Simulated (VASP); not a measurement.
Input of a VASP 6.6.1 run:

INCAR

```
PREC = Accurate
ENCUT = 520
EDIFF = 1E-6
ISMEAR = -1
SIGMA = 0.1
LREAL = F
LASPH = T
NELM = 80
ALGO = Normal
ISIF = 2
LWAVE = F
LCHARG = F
GGA = RE
NBANDS = 13
```

The input KPOINTS:

```
regular mesh
0
Gamma
  18 18 18
```

The input POSCAR:

```
Pb
1.0
   -2.0172917322      2.0172917322      2.0172917322
    2.0172917322     -2.0172917322      2.0172917322
    2.0172917322      2.0172917322     -2.0172917322
Pb
1
Direct
    0.0000000000      0.0000000000      0.0000000000
```

Potentials or basis: VASP PAW PBE potentials, release 64 (Pb_d).

Run with:

```sh
$ cat potpaw_PBE.64/Pb_d/POTCAR > POTCAR
$ mpirun -np 1 vasp_std > vasp.out
```

Task: Predict the band gap on the k mesh.

Result: Zero (band 7 reaches 13.50 eV, above the bottom of band 8 at 4.66 eV).

Task: What does it give for the pressure?

Result: 0.0 GPa.

Caveat: the PAW data sets were made with another functional, which shifts forces and pressure a little; spin-orbit coupling is left out, which moves the levels of the heavy elements.
